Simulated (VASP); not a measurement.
# CaZrSe (Pmmm) in VASP: single point with PBE

Aim: the single point of CaZrSe with PBE.

Everything below comes from runs of VASP 6.6.1. Logs are shortened: lines on timing, memory, paths and dates and some standing lists are left out, and cuts for length are marked.

## (1) The cell of the first run

The structure is orthorhombic, space group Pmmm (No. 47). Conventional cell: a = 3.958 Å, b = 3.999 Å, c = 4.083 Å, α = 90.00°, β = 90.00°, γ = 90.00°. Within 2.7 Å of Ca (site symmetry mmm) lie 2 Zr at 2.04 Å. Zr (site symmetry mmm) has 2 Ca at 2.04 Å within 2.7 Å. Se (site symmetry mmm) has 4 Zr at 2.81 Å and 8 Ca at 3.48 Å within 3.7 Å.

The cell was generated, and may not be a known phase.

## (2) Single point, PBE

Contents of INCAR:

```
SYSTEM = CaZrSe
  PREC = Accurate
  ENCUT = 520
  EDIFF = 1E-7
  ISMEAR = 0
  SIGMA = 0.1
  LREAL = .False.
  LASPH = .True.
  NELM = 80
  ALGO = Normal
  ISIF = 2
  LWAVE = .False.
  LCHARG = .False.
  GGA = PE
  NBANDS = 21
```

Contents of KPOINTS:

```
regular mesh
0
Gamma
  4 4 4
  0 0 0
```

Contents of POSCAR:

```
CaZrSe
1.0
    3.9580735600      0.0000000000      0.0000000000
    0.0000000000      3.9992580700      0.0000000000
    0.0000000000      0.0000000000      4.0827020700
Ca Zr Se
1 1 1
Direct
    0.5000000000      0.5000000000      0.5000000000
    0.5000000000      0.5000000000      0.0000000000
    0.0000000000      0.0000000000      0.0000000000
```

Potentials or basis: VASP PAW PBE potentials, release 64 (Ca_sv, Zr_sv, Se).

The run is started by

```console
$ cat potpaw_PBE.64/Ca_sv/POTCAR potpaw_PBE.64/Zr_sv/POTCAR potpaw_PBE.64/Se/POTCAR > POTCAR
$ mpirun -np 1 vasp_std > vasp.out
```

OUTCAR:

```text
SYSTEM = CaZrSe
   PREC = Accurate
   ENCUT = 520
   EDIFF = 1E-7
   ISMEAR = 0
   LREAL = .False.
   LASPH = .True.
   NELM = 80
   ISIF = 2
   GGA = PE

 ion  position               nearest neighbor table
   1  0.500  0.500  0.500-   2 2.04   2 2.04
   2  0.500  0.500  0.000-   1 2.04   1 2.04   3 2.81   3 2.81   3 2.81   3 2.81
   3  0.000  0.000  0.000-   2 2.81   2 2.81   2 2.81   2 2.81

  LATTYP: Found a simple orthorhombic cell.
 ALAT       =     3.9580735600
 B/A-ratio  =     1.0104051907
 C/A-ratio  =     1.0314871637

  Lattice vectors:

 A1 = (   3.9580735600,   0.0000000000,   0.0000000000)
 A2 = (   0.0000000000,   3.9992580700,   0.0000000000)
 A3 = (   0.0000000000,   0.0000000000,   4.0827020700)

Analysis of symmetry for initial positions (statically):
=====================================================================
 Subroutine PRICEL returns:
 Original cell was already a primitive cell.

 Routine SETGRP: Setting up the symmetry group for a
 simple orthorhombic supercell.

 Subroutine GETGRP returns: Found  8 space group operations
 (whereof  8 operations were pure point group operations)
 out of a pool of  8 trial point group operations.

The static configuration has the point symmetry D_2h.

Analysis of symmetry for dynamics (positions and initial velocities):
=====================================================================
 Subroutine PRICEL returns:
 Original cell was already a primitive cell.

 Routine SETGRP: Setting up the symmetry group for a
 simple orthorhombic supercell.

 Subroutine GETGRP returns: Found  8 space group operations
 (whereof  8 operations were pure point group operations)
 out of a pool of  8 trial point group operations.

The dynamic configuration has the point symmetry D_2h.

 Subroutine INISYM returns: Found  8 space group operations
 (whereof  8 operations are pure point group operations),
 and found     1 'primitive' translations

----------------------------------------------------------------------------------------

                                     Primitive cell

  volume of cell :      64.6266

  direct lattice vectors                    reciprocal lattice vectors
     3.958073560  0.000000000  0.000000000     0.252648159  0.000000000  0.000000000
     0.000000000  3.999258070  0.000000000     0.000000000  0.250046379  0.000000000
     0.000000000  0.000000000  4.082702070     0.000000000  0.000000000  0.244935825

  length of vectors
     3.958073560  3.999258070  4.082702070     0.252648159  0.250046379  0.244935825

  position of ions in fractional coordinates (direct lattice)
     0.500000000  0.500000000  0.500000000
     0.500000000  0.500000000  0.000000000
     0.000000000  0.000000000  0.000000000

  ion indices of the primitive-cell ions
   primitive index   ion index
                 1           1
                 2           2
                 3           3

----------------------------------------------------------------------------------------

 KPOINTS: regular mesh

Automatic generation of k-mesh.
 Grid dimensions read from file:
 generate k-points for:    4    4    4

 Generating k-lattice:

  Cartesian coordinates                     Fractional coordinates (reciprocal lattice)
     0.063162040  0.000000000  0.000000000     0.250000000  0.000000000  0.000000000
     0.000000000  0.062511595  0.000000000     0.000000000  0.250000000  0.000000000
     0.000000000  0.000000000  0.061233956     0.000000000  0.000000000  0.250000000

  Length of vectors
     0.063162040  0.062511595  0.061233956

  Shift w.r.t. Gamma in fractional coordinates (k-lattice)
     0.000000000  0.000000000  0.000000000

 Subroutine IBZKPT returns following result:
 ===========================================

 Found     27 irreducible k-points:

 Following reciprocal coordinates:
            Coordinates               Weight
  0.000000  0.000000  0.000000      1.000000
  0.250000  0.000000  0.000000      2.000000
  0.500000  0.000000  0.000000      1.000000
  0.000000  0.250000  0.000000      2.000000
  0.250000  0.250000  0.000000      4.000000
  0.500000  0.250000  0.000000      2.000000
[... 16 lines left out ...]
  0.250000  0.250000  0.500000      4.000000
  0.500000  0.250000  0.500000      2.000000
 [... further k-points ...]
   k-points           NKPTS =     27   k-points in BZ     NKDIM =     27   number of bands    NBANDS=     21
   number of dos      NEDOS =    301   number of ions     NIONS =      3
   total plane-waves  NPLWV =  27000
   dimension x,y,z NGX =    30 NGY =   30 NGZ =   30
   dimension x,y,z NGXF=    60 NGYF=   60 NGZF=   60
   ions per type =               1   1   1
   NGX,Y,Z   is equivalent  to a cutoff of  12.60, 12.47, 12.22 a.u.
   NGXF,Y,Z  is equivalent  to a cutoff of  25.20, 24.94, 24.43 a.u.
 SYSTEM =  CaZrSe
   PREC   = accura    normal or accurate (medium, high low for compatibility)
   ISTART =      0    job   : 0-new  1-cont  2-samecut
   ICHARG =      2    charge: 1-file 2-atom 10-const
   ISPIN  =      1    spin polarized calculation?
   LNONCOLLINEAR =      F non collinear calculations
   LSORBIT =      F    spin-orbit coupling
   LASPH  =      T    aspherical Exc in radial PAW
   ENCUT  =  520.0 eV  38.22 Ry    6.18 a.u.   7.36  7.44  7.59*2*pi/ulx,y,z
   NELM   =     80;   NELMIN=  2; NELMDL= -5     # of ELM steps
   EDIFF  = 0.1E-06   stopping-criterion for ELM
   LREAL  =      F    real-space projection
   EDIFFG = 0.1E-05   stopping-criterion for IOM
   NSW    =      0    number of steps for IOM
   IBRION =     -1    ionic relax: 0-MD 1-quasi-New 2-CG
   NFREE  =      0    steps in history (QN), initial steepest desc. (CG)
   ISIF   =      2    stress and relaxation
   ISYM   =      2    0-nonsym 1-usesym 2-fastsym
   POTIM  = 0.5000    time-step for ionic-motion
   TEBEG  =    0.0;   TEEND  =   0.0 temperature during run
   PSTRESS=    0.0 pullay stress
   NELECT =      28.0000    total number of electrons
   NUPDOWN=      -1.0000    fix difference up-down
   EMIN   =  10.00;   EMAX   =-10.00  energy-range for DOS
   EFERMI =   0.00;   METHOD = LEGACY
   ISMEAR =     0;   SIGMA  =   0.10  broadening in eV -4-tet -1-fermi 0-gaus
   EFERMI_NEDOS =   21; number of points for ismear=-14 and -15
   IALGO  =     38    algorithm
   IMIX   =      4    mixing-type and parameters
     AMIX     =   0.40;   BMIX     =  1.00
     AMIX_MAG =   1.60;   BMIX_MAG =  1.00
  volume/ion in A,a.u.               =      21.54       145.37
  Fermi-wavevector in a.u.,A,eV,Ry     =   1.238770  2.340935 20.878820  1.534550
  Thomas-Fermi vector in A             =   2.373281
   LORBIT       =      0    0 simple, 1 ext, 2 COOP (PROOUT), +10 PAW based schemes
   GGA     = PE    functional components
   LHFCALC =     F    Hartree Fock is set to
   AEXX    =    0.0000 exact exchange contribution
   IVDW    =     0    specifies the selected vdW correction
   LEPSILON=     F    determine dielectric tensor
   LRPA    =     F    only Hartree local field effects (RPA)
 non-spin polarized calculation
 Gauss-broadening in eV      SIGMA  =   0.10
  energy-cutoff  :      520.00
  volume of cell :       64.63
 maximum number of plane-waves:      1767
 NGX is ok and might be reduce to    30
   NGX = 15   NGY = 15   NGZ = 15

 number of electron      27.9999999 magnetization

 Free energy of the ion-electron system (eV)
  ---------------------------------------------------
  ext. energy  EPLUGINS =         0.00000000
  ---------------------------------------------------
  free energy    TOTEN  =        -9.27408555 eV

  energy without entropy =       -9.26426244  energy(sigma->0) =       -9.26917399

 E-fermi :   6.7586     XC(G=0): -10.1940

 val. band max:        6.7118360345   @ k =   0.5000   0.0000   0.5000
 cond. band min:       6.7684295754   @ k =   0.5000   0.0000   0.0000
 fundamental gap:      0.0565935409
 Fermi energy:         6.7586424464

 k-point     1 :       0.0000    0.0000    0.0000
  band No.  band energies     occupation
      1     -42.2661      2.00000
      2     -33.3937      2.00000
      3     -23.2000      2.00000
      4     -20.2565      2.00000
      5     -20.2446      2.00000
      6     -14.3534      2.00000
[... 13 lines left out ...]
     20      11.1497      0.00000
     21      12.6104      0.00000

 k-point     2 :       0.2500    0.0000    0.0000
  band No.  band energies     occupation
      1     -42.2642      2.00000
      2     -33.3918      2.00000
      3     -23.1969      2.00000
      4     -20.2971      2.00000
      5     -20.2490      2.00000
      6     -14.3798      2.00000
[... 13 lines left out ...]
     20      11.7082      0.00000
     21      12.1659      0.00000

 k-point     3 :       0.5000    0.0000    0.0000
  band No.  band energies     occupation
      1     -42.2623      2.00000
      2     -33.3898      2.00000
      3     -23.1937      2.00000
      4     -20.3488      2.00000
      5     -20.2415      2.00000
      6     -14.4141      2.00000
[... 13 lines left out ...]
     20      11.7835      0.00000
     21      12.1259      0.00000

 k-point     4 :       0.0000    0.2500    0.0000
  band No.  band energies     occupation
      1     -42.2644      2.00000
      2     -33.3920      2.00000
      3     -23.1972      2.00000
      4     -20.3051      2.00000
      5     -20.2378      2.00000
      6     -14.3848      2.00000
[... 13 lines left out ...]
     20      11.6804      0.00000
     21      12.2035      0.00000

 k-point     5 :       0.2500    0.2500    0.0000
  band No.  band energies     occupation
      1     -42.2625      2.00000
      2     -33.3901      2.00000
      3     -23.1942      2.00000
      4     -20.2958      2.00000
      5     -20.2855      2.00000
      6     -14.3812      2.00000
[... 13 lines left out ...]
     20      11.5962      0.00000
     21      13.6148      0.00000
[... 382 lines left out ...]
     20      11.8166      0.00000
     21      12.3779      0.00000

 k-point    22 :       0.0000    0.2500    0.5000
  band No.  band energies     occupation
      1     -42.1481      2.00000
      2     -34.0930      2.00000
      3     -20.1973      2.00000
      4     -20.1329      2.00000
      5     -20.0910      2.00000
      6     -15.7680      2.00000
[... 13 lines left out ...]
     20      10.4603      0.00000
     21      10.9133      0.00000

 k-point    23 :       0.2500    0.2500    0.5000
  band No.  band energies     occupation
      1     -42.1463      2.00000
      2     -34.0907      2.00000
      3     -20.1882      2.00000
      4     -20.1781      2.00000
      5     -20.0890      2.00000
      6     -15.7656      2.00000
[... 13 lines left out ...]
     20      10.5176      0.00000
     21      11.3072      0.00000

 k-point    24 :       0.5000    0.2500    0.5000
  band No.  band energies     occupation
      1     -42.1445      2.00000
      2     -34.0884      2.00000
      3     -20.2255      2.00000
      4     -20.1765      2.00000
      5     -20.0870      2.00000
      6     -15.7632      2.00000
[... 13 lines left out ...]
     20      11.1086      0.00000
     21      11.7008      0.00000

 [... further k-points ...]
[... 5 lines left out ...]
  --------------------------------------------------------------------------------------
  -------------------------------------------------------------------------------------
  Total       -1.2989640     -1.4246327     34.0780335      0.0000000      0.0000000      0.0000000
  in kB      -32.2030277    -35.3185209    844.8393382      0.0000000      0.0000000      0.0000000
  external PRESSURE =     259.1059299 kB  Pullay stress =       0.0000000 kB

 VOLUME and BASIS-vectors are now :
 -----------------------------------------------------------------------------
  energy-cutoff  :      520.00
  volume of cell :       64.63
      direct lattice vectors                 reciprocal lattice vectors
     3.958073560  0.000000000  0.000000000     0.252648159  0.000000000  0.000000000
     0.000000000  3.999258070  0.000000000     0.000000000  0.250046379  0.000000000
     0.000000000  0.000000000  4.082702070     0.000000000  0.000000000  0.244935825

 POSITION                                       TOTAL-FORCE (eV/Angst)
 -----------------------------------------------------------------------------------
      1.97904      1.99963      2.04135         0.000000      0.000000      0.000000
      1.97904      1.99963      0.00000         0.000000      0.000000      0.000000
      0.00000      0.00000      0.00000         0.000000      0.000000      0.000000
 -----------------------------------------------------------------------------------
    total drift:                                0.000000      0.000000      0.000000

  FREE ENERGIE OF THE ION-ELECTRON SYSTEM (eV)
  ---------------------------------------------------
  free  energy   TOTEN  =        -9.2740855472 eV

  energy  without entropy=       -9.2642624394  energy(sigma->0) =       -9.26917399
```

It took 57 s on 1 thread of Intel Xeon 8259CL, shared host; peak memory 0.19 GiB.

What came out:

```yaml
Free_energy: -9.2741 eV
Pressure: 25.9 GPa
Band_gap_on_the_k_mesh: zero (bands 14 and 15 overlap by 3.63 eV)
```

Levels at points of the mesh, in eV from the Fermi level:
```
           k point  band 11  band 12  band 13  band 14  band 15  band 16  band 17  band 18
(0.00, 0.00, 0.00)    -2.79    -2.68    -2.10    -2.02    -1.98    -0.91     0.28     0.41
(0.50, 0.00, 0.00)    -4.51    -4.02    -1.89    -0.08     0.01     1.50     2.20     3.43
(0.00, 0.50, 0.00)    -4.42    -4.03    -1.86    -0.08     0.03     1.34     2.23     3.38
(0.50, 0.50, 0.00)    -4.44    -2.69    -2.67    -2.04    -0.66     1.79     2.00     2.61
(0.00, 0.00, 0.50)    -2.74    -2.66    -1.24     0.80     1.26     1.32     1.80     1.85
(0.50, 0.00, 0.50)    -4.39    -4.22    -0.05     1.61     2.01     2.04     2.22     2.95
(0.00, 0.50, 0.50)    -4.41    -4.13    -0.10     1.65     1.89     2.06     2.29     3.04
(0.50, 0.50, 0.50)    -4.24    -3.95    -0.33    -0.31     2.05     2.60     2.67     3.76
```

Caveat: the k points lie up to 0.40 Å⁻¹ apart, too coarse for converged energies and pressures of a metal; atoms lie so close that the PAW spheres overlap strongly, which falsifies energies and pressures.

The gap in the log of VASP goes by the Fermi energy; the results here count the filled bands.